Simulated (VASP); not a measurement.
NbC (Niobocarbide):

```
CELL_PARAMETERS angstrom
0.00000 2.23455 2.23455
2.23455 0.00000 2.23455
2.23455 2.23455 0.00000
ATOMIC_POSITIONS crystal
Nb 0.00000 0.00000 0.00000
C 0.50000 0.50000 0.50000
```

Base run:

```yaml
Program: VASP 6.6.1
Functional: r2SCAN
Potentials_or_basis: VASP PAW PBE potentials, release 64 (Nb_sv, C)
Cutoff: 660 eV
k_mesh: 9 × 9 × 9
Occupations: fermi-dirac, width 0.1 eV
Spin: no spin polarisation
```

Its results: pressure 2.5 GPa.

The run is repeated on the same cell with these changes: k mesh from 9 × 9 × 9 to 3 × 3 × 3. What comes out?

Pressure 6.6 GPa.

Caveats: some runs use coarse meshes; the PAW data sets were made with another functional, which shifts forces and pressure a little.
